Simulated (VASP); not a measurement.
# Ag in VASP: a series of runs

The runs below take Ag through single point, with PBEsol.

Program: VASP 6.6.1. These are calculated values, not measurements. Logs are shortened: lines on timing, memory, paths and dates and some standing lists are left out, and cuts for length are marked.

## 1. The cell of the first run

It takes space group Cmcm (No. 63, orthorhombic). The conventional cell has a = 2.896 Å, b = 4.953 Å, c = 4.679 Å, α = 90.00°, β = 90.00°, γ = 90.00°. Ag (site symmetry m2m) has 12 Ag at 2.86 to 2.90 Å within 3.8 Å.

## 2. Single point, PBEsol (uniaxial strain along a: +1.0 %)

INCAR reads:

```
PREC     = Accurate       # precision mode
ENCUT    = 520            # plane-wave cutoff, eV
EDIFF    = 1E-6           # SCF threshold, eV
ISMEAR   = 0              # smearing method
SIGMA    = 0.1            # smearing width, eV
LREAL    = False          # projectors in reciprocal space
LASPH    = True           # aspherical terms in the spheres
NELM     = 80             # most SCF steps
ALGO     = Fast           # electronic algorithm
ISIF     = 2              # what is computed and relaxed
LWAVE    = False          # write WAVECAR
LCHARG   = False          # write CHGCAR
GGA      = PS             # functional
NBANDS   = 18             # bands
```

KPOINTS reads:

```
regular mesh
0
Gamma
  24 24 12
```

POSCAR reads:

```
Ag
1.0
    2.8956616925      0.0000000000      0.0000000000
   -1.4478308462      2.4766804901      0.0000000000
    0.0000000000      0.0000000000      4.6791061665
Ag
2
Direct
    0.3333333333      0.6666666667      0.2500000000
    0.6666666667      0.3333333333      0.7500000000
```

Potentials or basis: VASP PAW PBE potentials, release 64 (Ag).

Started as:

```sh
$ cat potpaw_PBE.64/Ag/POTCAR > POTCAR
$ mpirun -np 1 vasp_std > vasp.out
```

OUTCAR:

```text
PREC = Accurate
   ENCUT = 520
   EDIFF = 1E-6
   ISMEAR = 0
   LREAL = False
   LASPH = True
   NELM = 80
   ISIF = 2
   GGA = PS

 ion  position               nearest neighbor table
   1  0.333  0.667  0.250-   2 2.86   2 2.86   2 2.87   2 2.87   2 2.87   2 2.87
   2  0.667  0.333  0.750-   1 2.86   1 2.86   1 2.87   1 2.87   1 2.87   1 2.87

  Warning from LATTYP: Monoclinic adjustment (A1->A3, A2->A1, A3->A2)!
  LATTYP: Found a base centered orthorhombic cell.
 ALAT       =     2.8956616925
 B/A-ratio  =     1.7106145352
 C/A-ratio  =     1.6159022232

  Lattice vectors:

 A1 = (   1.4478308462,  -2.4766804901,   0.0000000000)
 A2 = (   1.4478308463,   2.4766804901,   0.0000000000)
 A3 = (   0.0000000000,   0.0000000000,   4.6791061665)

Analysis of symmetry for initial positions (statically):
=====================================================================
 Subroutine PRICEL returns:
 Original cell was already a primitive cell.

 Routine SETGRP: Setting up the symmetry group for a
 base centered orthorhombic supercell.

 Subroutine GETGRP returns: Found  8 space group operations
 (whereof  4 operations were pure point group operations)
 out of a pool of  8 trial point group operations.

The static configuration has the point symmetry C_2h.
 The point group associated with its full space group is D_2h.

Analysis of symmetry for dynamics (positions and initial velocities):
=====================================================================
 Subroutine PRICEL returns:
 Original cell was already a primitive cell.

 Routine SETGRP: Setting up the symmetry group for a
 base centered orthorhombic supercell.

 Subroutine GETGRP returns: Found  8 space group operations
 (whereof  4 operations were pure point group operations)
 out of a pool of  8 trial point group operations.

The dynamic configuration has the point symmetry C_2h.
 The point group associated with its full space group is D_2h.

 Subroutine INISYM returns: Found  8 space group operations
 (whereof  4 operations are pure point group operations),
 and found     1 'primitive' translations

----------------------------------------------------------------------------------------

                                     Primitive cell

  volume of cell :      33.5568

[... 79 lines left out ...]
   PREC   = accura    normal or accurate (medium, high low for compatibility)
   ISTART =      0    job   : 0-new  1-cont  2-samecut
   ICHARG =      2    charge: 1-file 2-atom 10-const
   ISPIN  =      1    spin polarized calculation?
   LNONCOLLINEAR =      F non collinear calculations
   LSORBIT =      F    spin-orbit coupling
   LASPH  =      T    aspherical Exc in radial PAW
   ENCUT  =  520.0 eV  38.22 Ry    6.18 a.u.   5.38  5.33  8.70*2*pi/ulx,y,z
   NELM   =     80;   NELMIN=  2; NELMDL= -5     # of ELM steps
   EDIFF  = 0.1E-05   stopping-criterion for ELM
   LREAL  =      F    real-space projection
   EDIFFG = 0.1E-04   stopping-criterion for IOM
   NSW    =      0    number of steps for IOM
   IBRION =     -1    ionic relax: 0-MD 1-quasi-New 2-CG
   NFREE  =      0    steps in history (QN), initial steepest desc. (CG)
   ISIF   =      2    stress and relaxation
   ISYM   =      2    0-nonsym 1-usesym 2-fastsym
   POTIM  = 0.5000    time-step for ionic-motion
   TEBEG  =    0.0;   TEEND  =   0.0 temperature during run
   PSTRESS=    0.0 pullay stress
   NELECT =      22.0000    total number of electrons
   NUPDOWN=      -1.0000    fix difference up-down
   EMIN   =  10.00;   EMAX   =-10.00  energy-range for DOS
   EFERMI =   0.00;   METHOD = LEGACY
   ISMEAR =     0;   SIGMA  =   0.10  broadening in eV -4-tet -1-fermi 0-gaus
   EFERMI_NEDOS =   21; number of points for ismear=-14 and -15
   IALGO  =     68    algorithm
   IMIX   =      4    mixing-type and parameters
     AMIX     =   0.40;   BMIX     =  1.00
     AMIX_MAG =   1.60;   BMIX_MAG =  1.00
  volume/ion in A,a.u.               =      16.78       113.23
  Fermi-wavevector in a.u.,A,eV,Ry     =   1.422183  2.687536 27.519206  2.022605
  Thomas-Fermi vector in A             =   2.542914
   LORBIT       =      0    0 simple, 1 ext, 2 COOP (PROOUT), +10 PAW based schemes
   GGA     = PS    functional components
   LHFCALC =     F    Hartree Fock is set to
   AEXX    =    0.0000 exact exchange contribution
   IVDW    =     0    specifies the selected vdW correction
   LEPSILON=     F    determine dielectric tensor
   LRPA    =     F    only Hartree local field effects (RPA)
 non-spin polarized calculation
 RMM-DIIS sequential band-by-band and
 Gauss-broadening in eV      SIGMA  =   0.10
  energy-cutoff  :      520.00
  volume of cell :       33.56
 maximum number of plane-waves:       923
 NGX is ok and might be reduce to    24
   NGX = 11   NGY = 11   NGZ = 17

 number of electron      21.9999999 magnetization

 Free energy of the ion-electron system (eV)
  ---------------------------------------------------
  ext. energy  EPLUGINS =         0.00000000
  ---------------------------------------------------
  free energy    TOTEN  =        -6.60774466 eV

  energy without entropy =       -6.60505964  energy(sigma->0) =       -6.60640215

 E-fermi :   8.4802     XC(G=0): -12.5073

 val. band max:        8.4777489280   @ k =   0.5000   0.0000   0.0833
 cond. band min:       8.4846599734   @ k =   0.5000   0.0000   0.2500
 fundamental gap:      0.0069110454
 Fermi energy:         8.4802178771

 k-point     1 :       0.0000    0.0000    0.0000
  band No.  band energies     occupation
      1       0.5063      2.00000
      2       1.9636      2.00000
      3       3.6410      2.00000
      4       3.6611      2.00000
      5       3.7774      2.00000
      6       3.9201      2.00000
[... 481 lines left out ...]
      5       3.9886      2.00000
      6       4.1187      2.00000
[... 10 lines left out ...]
     17      19.5789      0.00000
     18      24.4121      0.00000

 [... further k-points ...]
[... 5 lines left out ...]
  --------------------------------------------------------------------------------------
  -------------------------------------------------------------------------------------
  Total       -0.3683606     -0.1733881     -0.0408112     -0.0000000     -0.0000000      0.0000000
  in kB      -17.5874581     -8.2784529     -1.9485381     -0.0000000     -0.0000000      0.0000000
  external PRESSURE =      -9.2714830 kB  Pullay stress =       0.0000000 kB

 VOLUME and BASIS-vectors are now :
 -----------------------------------------------------------------------------
  energy-cutoff  :      520.00
  volume of cell :       33.56
      direct lattice vectors                 reciprocal lattice vectors
     2.895661693  0.000000000  0.000000000     0.345344210  0.201883126  0.000000000
    -1.447830846  2.476680490  0.000000000     0.000000000  0.403766252  0.000000000
     0.000000000  0.000000000  4.679106167     0.000000000  0.000000000  0.213716031

 POSITION                                       TOTAL-FORCE (eV/Angst)
 -----------------------------------------------------------------------------------
     -0.00000      1.65112      1.16978        -0.000000     -0.015478      0.000000
      1.44783      0.82556      3.50933         0.000000      0.015478      0.000000
 -----------------------------------------------------------------------------------
    total drift:                               -0.000000      0.000000     -0.000000

  FREE ENERGIE OF THE ION-ELECTRON SYSTEM (eV)
  ---------------------------------------------------
  free  energy   TOTEN  =        -6.6077446604 eV

  energy  without entropy=       -6.6050596404  energy(sigma->0) =       -6.60640215
```

stdout:

```text
POSCAR found type information on POSCAR Ag
 POSCAR found :  1 types and       2 ions
 scaLAPACK will be used
 -----------------------------------------------------------------------------
|                                                                             |
|                                                                             |
|     You enforced a specific xc type in the INCAR file but a different       |
|     I HOPE YOU KNOW WHAT YOU ARE DOING!                                     |
|                                                                             |
 -----------------------------------------------------------------------------

 LDA part: xc-table for (Slater+PW92), standard interpolation
 POSCAR, INCAR and KPOINTS ok, starting setup
 FFT: planning ... GRIDC
 FFT: planning ... GRID_SOFT
 FFT: planning ... GRID
 WAVECAR not read
 entering main loop
```

Run time: 5.4 min. Hardware: 1 thread of Intel Xeon Platinum 8559C (Emerald Rapids), shared host; peak memory 0.6 GiB.

Results:

- Free energy: -6.6077 eV
- Pressure: -0.9 GPa
- Largest force: 0.015 eV/Å
- Band gap on the k mesh: zero (band 11 reaches 12.53 eV, above the bottom of band 12 at 5.07 eV)

Forces in eV/Å, atoms in the order of the input:
```
Ag   0.000 -0.015  0.000
Ag   0.000  0.015  0.000
```

Levels at points of the mesh, in eV from the Fermi level:
```tsv
k point	band 9	band 10	band 11	band 12	band 13	band 14
(0.00, 0.00, 0.00)	-4.15	-3.11	-3.08	-0.49	3.70	15.59
(0.50, 0.00, 0.00)	-2.88	-2.83	0.01	1.48	6.88	7.14
(0.00, 0.50, 0.00)	-2.90	-2.81	0.10	1.61	7.01	7.26
(0.00, 0.00, 0.50)	-3.43	-3.43	-3.41	-3.41	11.31	11.31
(0.50, 0.00, 0.50)	-2.89	-2.89	0.63	0.63	4.57	4.57
(0.00, 0.50, 0.50)	-2.87	-2.87	0.73	0.73	4.74	4.74
```

Caveat: the cell differs from its parent crystal (uniaxial strain along a: +1.0 %); the PAW data sets were made with another functional, which shifts forces and pressure a little.

## 3. Single point, PBEsol

This run uses another cell than the first one, of 17.39 Å³/atom, 1.036 times its volume.

INCAR reads:

```
ALGO = Normal
EDIFF = 1E-6
ENCUT = 500
GGA = PS
GGA_COMPAT = False
ISIF = 2
ISMEAR = 0
LASPH = True
LCHARG = True
LELF = True
LREAL = False
LVHAR = True
LWAVE = False
NBANDS = 18
NELM = 120
PREC = Accurate
SIGMA = 0.1
```

KPOINTS reads:

```
k-points
0
Gamma
  6 6 4
```

POSCAR reads:

```
Ag
1.0
    2.9222991408      0.0000000000      0.0000000000
   -1.4611495704      2.5307852934      0.0000000000
    0.0000000000      0.0000000000      4.7016618100
Ag
2
Direct
    0.3333333300      0.6666666700      0.2500000000
    0.6666666700      0.3333333300      0.7500000000
```

Potentials or basis: VASP PAW PBE potentials, release 64 (Ag).

Started as:

```sh
$ cat potpaw_PBE.64/Ag/POTCAR > POTCAR
$ mpirun -np 1 vasp_std > vasp.out
```

It took 11 s on 1 thread of Intel Xeon Platinum 8559C (Emerald Rapids), shared host; peak memory 0.15 GiB.

It converged, with:

| Property | Result |
| --- | --- |
| Free energy | -6.5478 eV |
| Pressure | -3.7 GPa |
| Band gap on the k mesh | zero (band 11 reaches 11.90 eV, above the bottom of band 12 at 4.63 eV) |

Stress tensor (GPa, compression positive):
```
-3.34  0.00  0.00
 0.00 -3.34  0.00
 0.00  0.00 -4.29
```

Levels at points of the mesh, in eV from the Fermi level:
```csv
k point,band 7,band 8,band 9,band 10,band 11,band 12,band 13,band 14,band 15,band 16
"(0.00, 0.00, 0.00)",-4.17,-3.90,-3.90,-2.85,-2.85,-0.12,3.85,15.62,17.88,17.92
"(0.50, 0.00, 0.00)",-3.59,-2.76,-2.65,-2.61,0.22,1.60,7.03,7.27,9.46,10.50
"(0.00, 0.00, 0.50)",-4.26,-4.26,-3.16,-3.16,-3.16,-3.16,11.47,11.47,15.98,15.98
"(0.50, 0.00, 0.50)",-2.91,-2.91,-2.67,-2.67,0.89,0.89,4.60,4.60,13.48,13.48
```

Caveat: the k points lie up to 0.41 Å⁻¹ apart; the PAW data sets were made with another functional, which shifts forces and pressure a little.
